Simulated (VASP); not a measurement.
# AlCo (WC type) (P-6m2) in VASP: notebook

Runs on AlCo (WC type). Level: PBE. Tasks: relaxation of cell and atoms, single point.

Everything below comes from runs of VASP 6.6.1. Logs are shortened: lines on timing, memory, paths and dates and some standing lists are left out, and cuts for length are marked.

## 1. The cell of the first run

Symmetry: P-6m2, No. 187, hexagonal system. The conventional cell has a = 3.188 Å, b = 3.188 Å, c = 3.124 Å, α = 90.00°, β = 90.00°, γ = 120.00°. Co (site symmetry -6m2) has 6 Al at 2.41 Å and 8 Co at 3.12 to 3.19 Å within 3.2 Å. Within 3.2 Å of Al (site symmetry -6m2) lie 6 Co at 2.41 Å and 8 Al at 3.12 to 3.19 Å.

## 2. Relaxation of cell and atoms, PBE

INCAR reads:

```
SYSTEM = AlCo
PREC = Accurate ; ENCUT = 600
EDIFF = 1E-7 ; ISMEAR = -1
SIGMA = 0.1 ; LREAL = .False.
LASPH = .True. ; NELM = 100
ALGO = Normal ; ISIF = 3
LWAVE = .False. ; LCHARG = .False.
GGA = PE ; IBRION = 2
NSW = 60 ; EDIFFG = -0.005
```

KPOINTS reads:

```
regular mesh
0
Gamma
  15 15 14
  0 0 0
```

POSCAR reads:

```
AlCo
1.0
    3.1875670064      0.0000000000      0.0000000000
   -1.5937835032      2.7605140038      0.0000000000
    0.0000000000      0.0000000000      3.1238156663
Co Al
1 1
Direct
    0.0000000000      0.0000000000      0.0000000000
    0.3333333333      0.6666666667      0.5000000000
```

Potentials or basis: VASP PAW PBE potentials, release 64 (Co, Al).

On the command line:

```console
$ cat potpaw_PBE.64/Co/POTCAR potpaw_PBE.64/Al/POTCAR > POTCAR
$ mpirun -np 1 vasp_std > vasp.out
```

OUTCAR:

```text
SYSTEM = AlCo
   PREC = Accurate
   ENCUT = 600
   EDIFF = 1E-7
   ISMEAR = -1
   LREAL = .False.
   LASPH = .True.
   NELM = 100
   ISIF = 3
   GGA = PE
   IBRION = 2
   NSW = 60
   EDIFFG = -0.005

 ion  position               nearest neighbor table
   1  0.000  0.000  0.000-   2 2.41   2 2.41   2 2.41   2 2.41   2 2.41   2 2.41
   2  0.333  0.667  0.500-   1 2.41   1 2.41   1 2.41   1 2.41   1 2.41   1 2.41

  LATTYP: Found a hexagonal cell.
 ALAT       =     3.1875670064
 C/A-ratio  =     0.9800000000

  Lattice vectors:

 A1 = (   3.1875670064,   0.0000000000,   0.0000000000)
 A2 = (  -1.5937835032,   2.7605140038,   0.0000000000)
 A3 = (   0.0000000000,   0.0000000000,   3.1238156663)

Analysis of symmetry for initial positions (statically):
=====================================================================
 Subroutine PRICEL returns:
 Original cell was already a primitive cell.

 Routine SETGRP: Setting up the symmetry group for a
 hexagonal supercell.

 Subroutine GETGRP returns: Found 12 space group operations
 (whereof 12 operations were pure point group operations)
 out of a pool of 24 trial point group operations.

The static configuration has the point symmetry D_3h.

Analysis of symmetry for dynamics (positions and initial velocities):
=====================================================================
 Subroutine PRICEL returns:
 Original cell was already a primitive cell.

 Routine SETGRP: Setting up the symmetry group for a
 hexagonal supercell.

 Subroutine GETGRP returns: Found 12 space group operations
 (whereof 12 operations were pure point group operations)
 out of a pool of 24 trial point group operations.

The dynamic configuration has the point symmetry D_3h.

 Subroutine INISYM returns: Found 12 space group operations
 (whereof 12 operations are pure point group operations),
 and found     1 'primitive' translations

----------------------------------------------------------------------------------------

                                     Primitive cell

  volume of cell :      27.4875

  direct lattice vectors                    reciprocal lattice vectors
     3.187567006  0.000000000  0.000000000     0.313718895  0.181125689  0.000000000
    -1.593783503  2.760514004  0.000000000     0.000000000  0.362251377  0.000000000
     0.000000000  0.000000000  3.123815666     0.000000000  0.000000000  0.320121322

  length of vectors
     3.187567006  3.187567006  3.123815666     0.362251377  0.362251377  0.320121322

  position of ions in fractional coordinates (direct lattice)
     0.000000000  0.000000000  0.000000000
     0.333333333  0.666666667  0.500000000

[... 105 lines left out ...]
   LEPSILON=     F    determine dielectric tensor
   LRPA    =     F    only Hartree local field effects (RPA)
 conjugate gradient relaxation of ions
 non-spin polarized calculation
  energy-cutoff  :      600.00
  volume of cell :       27.49
 maximum number of plane-waves:       936
 NGX is ok and might be reduce to    28
   NGX = 13   NGY = 13   NGZ = 13

--------------------------------------- Ionic step        1  -------------------------------------------

 number of electron      12.0000003 magnetization

 Free energy of the ion-electron system (eV)
  ---------------------------------------------------
  ext. energy  EPLUGINS =         0.00000000
  ---------------------------------------------------
  free energy    TOTEN  =       -11.01380152 eV

  energy without entropy =      -10.95009785  energy(sigma->0) =      -10.98194968

------------------------ aborting loop because EDIFF is reached ----------------------------------------

  FORCE on cell =-STRESS in cart. coord.  units (eV):
  Direction    XX          YY          ZZ          XY          YZ          ZX
  --------------------------------------------------------------------------------------
  -------------------------------------------------------------------------------------
  Total       -1.2108363     -1.2108363     -0.1582109      0.0000000      0.0000000      0.0000000
  in kB      -70.5766978    -70.5766978     -9.2217275      0.0000000      0.0000000      0.0000000
  external PRESSURE =     -50.1250410 kB  Pullay stress =       0.0000000 kB
[... 89 lines left out ...]
  FREE ENERGIE OF THE ION-ELECTRON SYSTEM (eV)
  ---------------------------------------------------
  free  energy   TOTEN  =       -11.0556287663 eV

  energy  without entropy=      -10.9989173244  energy(sigma->0) =      -11.02727305

 E-fermi :  10.4084     XC(G=0): -12.2688

 val. band max:       10.3894655118   @ k =   0.2000   0.0000   0.2143
 cond. band min:      10.4168194223   @ k =   0.1333   0.0000   0.1429
 fundamental gap:      0.0273539105
 Fermi energy:        10.4083907619

 k-point     1 :       0.0000    0.0000    0.0000
  band No.  band energies     occupation
      1      -0.6593      2.00000
      2       6.9827      2.00000
      3       8.9919      2.00000
      4       8.9919      2.00000
      5       9.2558      1.99998
      6       9.8378      1.99337
      7       9.8378      1.99337
      8      14.4910      0.00000
      9      24.0162      0.00000
     10      24.0162      0.00000
[... 287 lines left out ...]
 k-point    24 :       0.4000    0.2000    0.0000
  band No.  band energies     occupation
      1       5.6406      2.00000
      2       6.6331      2.00000
      3       7.6934      2.00000
      4       7.7969      2.00000
      5       8.8703      2.00000
      6      10.6216      0.21210
      7      11.8472      0.00000
      8      13.8697      0.00000
      9      16.8982      0.00000
     10      19.2548      0.00000

 [... further k-points ...]

[... ionic steps 4 to 19 ...]

--------------------------------------- Ionic step       20  -------------------------------------------

 number of electron      12.0000000 magnetization

------------------------ aborting loop because EDIFF is reached ----------------------------------------
[... 67 lines left out ...]
--------------------------------------- Ionic step       22  -------------------------------------------

 number of electron      12.0000000 magnetization

 Free energy of the ion-electron system (eV)
  ---------------------------------------------------
  ext. energy  EPLUGINS =         0.00000000
  ---------------------------------------------------
  free energy    TOTEN  =       -11.45895638 eV

  energy without entropy =      -11.39371690  energy(sigma->0) =      -11.42633664

 E-fermi :   9.6615     XC(G=0): -11.9975

 val. band max:        9.6359697605   @ k =   0.2000   0.1333   0.2857
 cond. band min:       9.6645680063   @ k =   0.2000   0.0000   0.2143
 fundamental gap:      0.0285982458
 Fermi energy:         9.6614612684

 k-point     1 :       0.0000    0.0000    0.0000
  band No.  band energies     occupation
      1      -1.0115      2.00000
      2       6.5052      2.00000
      3       8.3597      2.00000
      4       8.3597      2.00000
      5       8.6530      1.99992
      6       9.1289      1.99032
      7       9.1289      1.99032
      8      13.6254      0.00000
      9      22.8153      0.00000
     10      22.8153      0.00000
[... 328 lines left out ...]
  FREE ENERGIE OF THE ION-ELECTRON SYSTEM (eV)
  ---------------------------------------------------
  free  energy   TOTEN  =       -11.4589563795 eV

  energy  without entropy=      -11.3937169025  energy(sigma->0) =      -11.42633664

 reached required accuracy - stopping structural energy minimisation
```

Run time: 15 min. Hardware: 1 thread of Intel Xeon Platinum 8259CL at 2.50GHz (Skylake/Cascade Lake), shared host; peak memory 0.26 GiB.

Results:

```
Free energy                           : -11.4590 eV
Relaxed volume                        : 12.22 Å³/atom
Relaxed cell                          : a = 2.733 Å, b = 2.733 Å, c = 3.780 Å, α = 90.00°, β = 90.00°, γ = 120.00°
Space group after relaxing (to 0.1 Å) : P-6m2 (No. 187)
Energy gained by relaxing             : 222.6 meV/atom
Ionic steps                           : 22
Pressure after relaxing               : 0.0 GPa
Band gap on the k mesh                : zero (bands 6 and 7 overlap by 1.67 eV)
```

Step by step:
| step | energy change (eV) | largest force (eV/Å) | pressure (GPa) | volume (Å³) |
| --- | --- | --- | --- | --- |
| 1 | 0.0000 | 0.0000 | -5.01 | 27.49 |
| 2 | -0.0413 | 0.0000 | 2.42 | 25.81 |
| 3 | -0.0418 | 0.0000 | 3.37 | 25.63 |
| 4 | -0.0780 | 0.0000 | 4.47 | 25.27 |
| 5 | -0.1967 | 0.0000 | 8.92 | 24.13 |
| 6 | -0.2287 | 0.0000 | 26.61 | 21.58 |
| 7 | -0.2819 | 0.0000 | 17.43 | 22.65 |
| 8 | -0.2775 | 0.0000 | 20.43 | 22.25 |
| 9 | -0.2954 | 0.0000 | 19.88 | 22.26 |
| 10 | -0.3281 | 0.0000 | 18.58 | 22.26 |
| 11 | -0.2809 | 0.0000 | 17.84 | 22.18 |
| 12 | -0.3312 | 0.0000 | 18.15 | 22.25 |
| 13 | -0.3540 | 0.0000 | 15.95 | 22.46 |
| 14 | -0.4061 | 0.0000 | 9.98 | 23.11 |
| 15 | -0.4448 | 0.0000 | 0.12 | 24.45 |
| 16 | -0.4448 | 0.0000 | 0.40 | 24.40 |
| 17 | -0.4449 | 0.0000 | 0.36 | 24.40 |
| 18 | -0.4451 | 0.0000 | 0.29 | 24.41 |
| 19 | -0.4451 | 0.0000 | 0.15 | 24.41 |
| 20 | -0.4451 | 0.0000 | 0.20 | 24.41 |
| 21 | -0.4452 | 0.0000 | 0.08 | 24.43 |
| 22 | -0.4452 | 0.0000 | 0.00 | 24.44 |

Final structure:
```
Co Al
1.0
     2.73251    0.00000    0.00000
    -1.36625    2.36642    0.00000
     0.00000    0.00000    3.78016
Co Al
1 1
Direct
  0.00000 0.00000 0.00000
  0.33333 0.66667 0.50000
```

Levels at points of the mesh, in eV from the Fermi level:
| k point | band 3 | band 4 | band 5 | band 6 | band 7 | band 8 | band 9 | band 10 |
| --- | --- | --- | --- | --- | --- | --- | --- | --- |
| (0.00, 0.00, 0.00) | -1.30 | -1.30 | -1.01 | -0.53 | -0.53 | 3.96 | 13.15 | 13.15 |
| (0.00, 0.00, 0.50) | -1.61 | -1.29 | -1.29 | -0.64 | -0.64 | 10.83 | 14.47 | 14.47 |

Caveat: a cell axis changed by over 15 % at a fixed basis, so the end point is rough; the run has no spin polarisation, though such a crystal can be magnetic. Spin polarisation is off, so any magnetic state and its effect on volume and gap are missing.

## 3. Single point, PBE (6.72 Å³/atom)

This run uses another cell than the first one, of 6.72 Å³/atom.

INCAR reads:

```
SYSTEM = AlCo
PREC     = Accurate       ! precision mode
ENCUT    = 520            ! plane-wave cutoff, eV
EDIFF    = 1E-7           ! SCF threshold, eV
ISMEAR   = -1             ! smearing method
SIGMA    = 0.1            ! smearing width, eV
LREAL    = .FALSE.        ! projectors in reciprocal space
LASPH    = .TRUE.         ! aspherical terms in the spheres
NELM     = 60             ! most SCF steps
ALGO     = Normal         ! electronic algorithm
ISIF     = 2              ! what is computed and relaxed
LWAVE    = .FALSE.        ! write WAVECAR
LCHARG   = .FALSE.        ! write CHGCAR
GGA      = PE             ! functional
NBANDS   = 13             ! bands
```

KPOINTS reads:

```
Automatic mesh
0
G
  15 15 14
  0 0 0
```

POSCAR reads:

```
AlCo
1.0
    2.2003647418      0.0000000000      0.0000000000
   -1.1001823709      1.9055717640      0.0000000000
    0.0000000000      0.0000000000      3.2064284937
Co Al
1 1
Direct
    0.0000000000      0.0000000000      0.0000000000
    0.3333333333      0.6666666667      0.5000000000
```

Potentials or basis: VASP PAW PBE potentials, release 64 (Co, Al).

On the command line:

```console
$ cat potpaw_PBE.64/Co/POTCAR potpaw_PBE.64/Al/POTCAR > POTCAR
$ mpirun -np 1 vasp_std > vasp.out
```

Run time: 13 s. Hardware: 1 thread of Intel Xeon 6455B, shared host; peak memory 0.15 GiB.

The run converged. Its results:

```yaml
Free_energy: -4.5404 eV
Pressure: 341.9 GPa
Band_gap_on_the_k_mesh: zero (bands 6 and 7 overlap by 2.85 eV)
```

Stress tensor (GPa, compression positive):
```
341.43   0.00   0.00
  0.00 341.43   0.00
  0.00   0.00 342.84
```

Levels at points of the mesh, in eV from the Fermi level:
```csv
k point,band 3,band 4,band 5,band 6,band 7,band 8,band 9,band 10
"(0.00, 0.00, 0.00)",-3.22,-3.22,-2.21,-1.25,-1.25,5.77,17.68,17.68
"(0.00, 0.00, 0.50)",-4.26,-3.24,-3.24,-1.42,-1.42,11.63,19.13,19.13
```

Caveat: the cell stands under pressure; the run has no spin polarisation, though such a crystal can be magnetic.

## 4. Single point, PBE (6.72 Å³/atom)

This run uses another cell than the first one, of 6.72 Å³/atom.

INCAR reads:

```
PREC = Accurate ; ENCUT = 520
EDIFF = 1E-7 ; ISMEAR = -1
SIGMA = 0.1 ; LREAL = F
LASPH = T ; NELM = 100
ALGO = Normal ; ISIF = 2
LWAVE = F ; LCHARG = F
GGA = PE ; NBANDS = 13
```

KPOINTS reads:

```
Automatic mesh
0
Gamma
  15 15 14
```

POSCAR is that of step 3.

On the command line:

```console
$ cat potpaw_PBE.64/Co/POTCAR potpaw_PBE.64/Al/POTCAR > POTCAR
$ mpirun -np 1 vasp_std > vasp.out
```

Run time: 15 s. Hardware: 1 thread of Intel Xeon 6455B, shared host; peak memory 0.15 GiB.

Results (log left out):

```yaml
Free_energy: -4.5404 eV
Pressure: 341.9 GPa
Band_gap_on_the_k_mesh: zero (bands 6 and 7 overlap by 2.85 eV)
```

Stress tensor (GPa, compression positive):
```
341.43   0.00   0.00
  0.00 341.43   0.00
  0.00   0.00 342.84
```

Levels at points of the mesh, in eV from the Fermi level:
```
           k point  band 3  band 4  band 5  band 6  band 7  band 8  band 9  band 10
(0.00, 0.00, 0.00)   -3.22   -3.22   -2.21   -1.25   -1.25    5.77   17.68    17.68
(0.00, 0.00, 0.50)   -4.26   -3.24   -3.24   -1.42   -1.42   11.63   19.13    19.13
```

Caveat: the cell stands under pressure; the run has no spin polarisation, though such a crystal can be magnetic.
